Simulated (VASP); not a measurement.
# Cr (I4/mmm) in VASP: notebook

Cr is run at these levels: PBEsol; tasks: single point.

Everything below comes from runs of VASP 6.6.1. Logs are shortened: lines on timing, memory, paths and dates and some standing lists are left out, and cuts for length are marked.

### 1 The cell of the first run

The structure is tetragonal, space group I4/mmm (No. 139). The conventional cell has a = 2.645 Å, b = 2.645 Å, c = 2.916 Å, α = 90.00°, β = 90.00°, γ = 90.00°. Cr (site symmetry 4/mmm) has 14 Cr at 2.37 to 2.92 Å within 3.1 Å.

### 2 Single point, PBEsol (biaxial strain in the a-b plane: -6.0 %)

The input, INCAR:

```
PREC = Accurate ; ENCUT = 520
EDIFF = 1E-7 ; ISMEAR = 0
SIGMA = 0.1 ; LREAL = False
LASPH = True ; NELM = 100
ALGO = Normal ; ISIF = 2
LWAVE = False ; LCHARG = False
GGA = PS ; NBANDS = 19
```

The input, KPOINTS:

```
regular mesh
0
Gamma
  14 14 14
```

The input, POSCAR:

```
Cr
1.0
    2.6454314030      0.0000000000      0.0000000000
    0.0000000000      2.6454314030      0.0000000000
    0.0000000000      0.0000000000      2.9156031208
Cr
2
Direct
    0.0000000000      0.0000000000      0.0000000000
    0.5000000000      0.5000000000      0.5000000000
```

Potentials or basis: VASP PAW PBE potentials, release 64 (Cr_pv).

Command:

```sh
$ cat potpaw_PBE.64/Cr_pv/POTCAR > POTCAR
$ mpirun -np 1 vasp_std > vasp.out
```

OUTCAR:

```text
PREC = Accurate
   ENCUT = 520
   EDIFF = 1E-7
   ISMEAR = 0
   LREAL = False
   LASPH = True
   NELM = 100
   ISIF = 2
   GGA = PS

 ion  position               nearest neighbor table
   1  0.000  0.000  0.000-   2 2.37   2 2.37   2 2.37   2 2.37   2 2.37   2 2.37   2 2.37   2 2.37

   2  0.500  0.500  0.500-   1 2.37   1 2.37   1 2.37   1 2.37   1 2.37   1 2.37   1 2.37   1 2.37

  LATTYP: Found a simple tetragonal cell.
 ALAT       =     2.6454314030
 C/A-ratio  =     1.1021276596

  Lattice vectors:

 A1 = (   2.6454314030,   0.0000000000,   0.0000000000)
 A2 = (   0.0000000000,   2.6454314030,   0.0000000000)
 A3 = (   0.0000000000,   0.0000000000,   2.9156031208)

Analysis of symmetry for initial positions (statically):
=====================================================================
 Subroutine PRICEL returns following result:

  LATTYP: Found a body centered tetragonal cell.
 ALAT       =     2.6454314030
 C/A-ratio  =     1.1021276596

  Lattice vectors:

 A1 = (  -1.3227157015,  -1.3227157015,  -1.4578015604)
 A2 = (   1.3227157015,   1.3227157015,  -1.4578015604)
 A3 = (   1.3227157015,  -1.3227157015,   1.4578015604)

   2 primitive cells build up your supercell.

 Routine SETGRP: Setting up the symmetry group for a
 simple tetragonal supercell.

 Subroutine GETGRP returns: Found 16 space group operations
 (whereof 16 operations were pure point group operations)
 out of a pool of 16 trial point group operations.

The static configuration has the point symmetry D_4h.

Analysis of symmetry for dynamics (positions and initial velocities):
=====================================================================
 Subroutine PRICEL returns following result:

  LATTYP: Found a body centered tetragonal cell.
 ALAT       =     2.6454314030
 C/A-ratio  =     1.1021276596

  Lattice vectors:

 A1 = (  -1.3227157015,  -1.3227157015,  -1.4578015604)
 A2 = (   1.3227157015,   1.3227157015,  -1.4578015604)
 A3 = (   1.3227157015,  -1.3227157015,   1.4578015604)

   2 primitive cells build up your supercell.

 Routine SETGRP: Setting up the symmetry group for a
 simple tetragonal supercell.

 Subroutine GETGRP returns: Found 16 space group operations
 (whereof 16 operations were pure point group operations)
 out of a pool of 16 trial point group operations.

The dynamic configuration has the point symmetry D_4h.

 Subroutine INISYM returns: Found 16 space group operations
 (whereof 16 operations are pure point group operations),
 and found     2 'primitive' translations

----------------------------------------------------------------------------------------

                                     Primitive cell

  volume of cell :      10.2021

  direct lattice vectors                    reciprocal lattice vectors
    -1.322715701 -1.322715701 -1.457801560    -0.000000000 -0.378010180 -0.342982209
     1.322715701  1.322715701 -1.457801560     0.378010180  0.000000000 -0.342982209
     1.322715701 -1.322715702  1.457801560     0.378010180 -0.378010180  0.000000000

  length of vectors
     2.371568899  2.371568899  2.371568899     0.510419917  0.510419917  0.534587123

  position of ions in fractional coordinates (direct lattice)
     0.000000000  0.000000000  0.000000000

  ion indices of the primitive-cell ions
   primitive index   ion index
                 1           1

----------------------------------------------------------------------------------------

 KPOINTS: regular mesh

Automatic generation of k-mesh.
 Grid dimensions read from file:
 generate k-points for:   14   14   14

 Generating k-lattice:

  Cartesian coordinates                     Fractional coordinates (reciprocal lattice)
     0.027000727  0.000000000  0.000000000     0.071428571  0.000000000  0.000000000
     0.000000000  0.027000727  0.000000000     0.000000000  0.071428571  0.000000000
     0.000000000  0.000000000  0.024498729     0.000000000  0.000000000  0.071428571

  Length of vectors
     0.027000727  0.027000727  0.024498729

  Shift w.r.t. Gamma in fractional coordinates (k-lattice)
     0.000000000  0.000000000  0.000000000

 Subroutine IBZKPT returns following result:
 ===========================================

 Found    288 irreducible k-points:

 Following reciprocal coordinates:
            Coordinates               Weight
  0.000000  0.000000  0.000000      1.000000
  0.071429  0.000000  0.000000      4.000000
  0.142857  0.000000  0.000000      4.000000
  0.214286  0.000000  0.000000      4.000000
  0.285714  0.000000  0.000000      4.000000
  0.357143  0.000000  0.000000      4.000000
[... 16 lines left out ...]
  0.285714  0.214286  0.000000      8.000000
  0.357143  0.214286  0.000000      8.000000
 [... further k-points ...]
   k-points           NKPTS =    288   k-points in BZ     NKDIM =    288   number of bands    NBANDS=     19
   number of dos      NEDOS =    301   number of ions     NIONS =      2
   total plane-waves  NPLWV =   9600
   dimension x,y,z NGX =    20 NGY =   20 NGZ =   24
   dimension x,y,z NGXF=    40 NGYF=   40 NGZF=   48
   ions per type =               2
   NGX,Y,Z   is equivalent  to a cutoff of  12.57, 12.57, 13.68 a.u.
   NGXF,Y,Z  is equivalent  to a cutoff of  25.14, 25.14, 27.37 a.u.
 SYSTEM =  unknown system
   PREC   = accura    normal or accurate (medium, high low for compatibility)
   ISTART =      0    job   : 0-new  1-cont  2-samecut
   ICHARG =      2    charge: 1-file 2-atom 10-const
   ISPIN  =      1    spin polarized calculation?
   LNONCOLLINEAR =      F non collinear calculations
   LSORBIT =      F    spin-orbit coupling
   LASPH  =      T    aspherical Exc in radial PAW
   ENCUT  =  520.0 eV  38.22 Ry    6.18 a.u.   4.92  4.92  5.42*2*pi/ulx,y,z
   NELM   =    100;   NELMIN=  2; NELMDL= -5     # of ELM steps
   EDIFF  = 0.1E-06   stopping-criterion for ELM
   LREAL  =      F    real-space projection
   EDIFFG = 0.1E-05   stopping-criterion for IOM
   NSW    =      0    number of steps for IOM
   IBRION =     -1    ionic relax: 0-MD 1-quasi-New 2-CG
   NFREE  =      0    steps in history (QN), initial steepest desc. (CG)
   ISIF   =      2    stress and relaxation
   ISYM   =      2    0-nonsym 1-usesym 2-fastsym
   POTIM  = 0.5000    time-step for ionic-motion
   TEBEG  =    0.0;   TEEND  =   0.0 temperature during run
   PSTRESS=    0.0 pullay stress
   NELECT =      24.0000    total number of electrons
   NUPDOWN=      -1.0000    fix difference up-down
   EMIN   =  10.00;   EMAX   =-10.00  energy-range for DOS
   EFERMI =   0.00;   METHOD = LEGACY
   ISMEAR =     0;   SIGMA  =   0.10  broadening in eV -4-tet -1-fermi 0-gaus
   EFERMI_NEDOS =   21; number of points for ismear=-14 and -15
   IALGO  =     38    algorithm
   IMIX   =      4    mixing-type and parameters
     AMIX     =   0.40;   BMIX     =  1.00
     AMIX_MAG =   1.60;   BMIX_MAG =  1.00
  volume/ion in A,a.u.               =      10.20        68.85
  Fermi-wavevector in a.u.,A,eV,Ry     =   1.728110  3.265655 40.631962  2.986365
  Thomas-Fermi vector in A             =   2.803107
   LORBIT       =      0    0 simple, 1 ext, 2 COOP (PROOUT), +10 PAW based schemes
   GGA     = PS    functional components
   LHFCALC =     F    Hartree Fock is set to
   AEXX    =    0.0000 exact exchange contribution
   IVDW    =     0    specifies the selected vdW correction
   LEPSILON=     F    determine dielectric tensor
   LRPA    =     F    only Hartree local field effects (RPA)
 non-spin polarized calculation
 Gauss-broadening in eV      SIGMA  =   0.10
  energy-cutoff  :      520.00
  volume of cell :       20.40
 maximum number of plane-waves:       562
 NGX is ok and might be reduce to    20
   NGX =  9   NGY =  9   NGZ = 11

 number of electron      24.0000023 magnetization

 Free energy of the ion-electron system (eV)
  ---------------------------------------------------
  ext. energy  EPLUGINS =         0.00000000
  ---------------------------------------------------
  free energy    TOTEN  =       -20.15765726 eV

  energy without entropy =      -20.15026805  energy(sigma->0) =      -20.15396265

 E-fermi :  12.7378     XC(G=0): -14.5759

 val. band max:       12.7337902886   @ k =   0.3571   0.0000   0.2143
 cond. band min:      12.7401397096   @ k =   0.4286   0.0000   0.2143
 fundamental gap:      0.0063494210
 Fermi energy:        12.7378258398

 k-point     1 :       0.0000    0.0000    0.0000
  band No.  band energies     occupation
      1     -30.7612      2.00000
      2     -30.4746      2.00000
      3     -30.4746      2.00000
      4     -29.6818      2.00000
      5     -29.6576      2.00000
      6     -29.6576      2.00000
[... 11 lines left out ...]
     18      19.9053      0.00000
     19      19.9059      0.00000

 k-point     2 :       0.0714    0.0000    0.0000
  band No.  band energies     occupation
      1     -30.7467      2.00000
      2     -30.4824      2.00000
      3     -30.4632      2.00000
      4     -29.6941      2.00000
      5     -29.6869      2.00000
      6     -29.6665      2.00000
[... 11 lines left out ...]
     18      19.9052      0.00000
     19      19.9059      0.00000

 k-point     3 :       0.1429    0.0000    0.0000
  band No.  band energies     occupation
      1     -30.7039      2.00000
      2     -30.5026      2.00000
      3     -30.4297      2.00000
      4     -29.7699      2.00000
      5     -29.7307      2.00000
      6     -29.6932      2.00000
[... 11 lines left out ...]
     18      19.9051      0.00000
     19      19.9059      0.00000

 k-point     4 :       0.2143    0.0000    0.0000
  band No.  band energies     occupation
      1     -30.6353      2.00000
      2     -30.5267      2.00000
      3     -30.3763      2.00000
      4     -29.8941      2.00000
      5     -29.7903      2.00000
      6     -29.7367      2.00000
[... 407 lines left out ...]
     18      19.9048      0.00000
     19      19.9058      0.00000

 k-point    23 :       0.2857    0.2143    0.0000
  band No.  band energies     occupation
      1     -30.7297      2.00000
      2     -30.4591      2.00000
      3     -30.3500      2.00000
      4     -30.1269      2.00000
      5     -29.9309      2.00000
      6     -29.7171      2.00000
[... 11 lines left out ...]
     18      19.9045      0.00000
     19      19.9058      0.00000

 k-point    24 :       0.3571    0.2143    0.0000
  band No.  band energies     occupation
      1     -30.7546      2.00000
      2     -30.4922      2.00000
      3     -30.3730      2.00000
      4     -30.0445      2.00000
      5     -30.0052      2.00000
      6     -29.7582      2.00000
[... 11 lines left out ...]
     18      19.2908      0.00000
     19      19.9066      0.00000

 [... further k-points ...]
[... 5 lines left out ...]
  --------------------------------------------------------------------------------------
  -------------------------------------------------------------------------------------
  Total        5.6605574      5.6605574      0.5665030      0.0000000      0.0000000      0.0000000
  in kB      444.4760532    444.4760532     44.4827233      0.0000000      0.0000000      0.0000000
  external PRESSURE =     311.1449433 kB  Pullay stress =       0.0000000 kB

 VOLUME and BASIS-vectors are now :
 -----------------------------------------------------------------------------
  energy-cutoff  :      520.00
  volume of cell :       20.40
      direct lattice vectors                 reciprocal lattice vectors
     2.645431403  0.000000000  0.000000000     0.378010180  0.000000000  0.000000000
     0.000000000  2.645431403  0.000000000     0.000000000  0.378010180  0.000000000
     0.000000000  0.000000000  2.915603121     0.000000000  0.000000000  0.342982209

 POSITION                                       TOTAL-FORCE (eV/Angst)
 -----------------------------------------------------------------------------------
      0.00000      0.00000      0.00000         0.000000      0.000000     -0.000000
      1.32272      1.32272      1.45780        -0.000000     -0.000000      0.000000
 -----------------------------------------------------------------------------------
    total drift:                               -0.000000      0.000000      0.000000

  FREE ENERGIE OF THE ION-ELECTRON SYSTEM (eV)
  ---------------------------------------------------
  free  energy   TOTEN  =       -20.1576572584 eV

  energy  without entropy=      -20.1502680467  energy(sigma->0) =      -20.15396265
```

Wall time 33 s (1 thread of Intel Xeon 6975P-C (Granite Rapids), shared host); peak memory 0.19 GiB.

Results:

```
Free energy            : -20.1577 eV
Pressure               : 31.1 GPa
Band gap on the k mesh : zero (band 12 reaches 14.67 eV, above the bottom of band 13 at 12.12 eV)
```

Caveat: the cell differs from its parent crystal (biaxial strain in the a-b plane: -6.0 %); the PAW data sets were made with another functional, which shifts forces and pressure a little; the run has no spin polarisation, though such a crystal can be magnetic. Spin polarisation is off, so any magnetic state and its effect on volume and gap are missing.

[end of part 1 of 2]
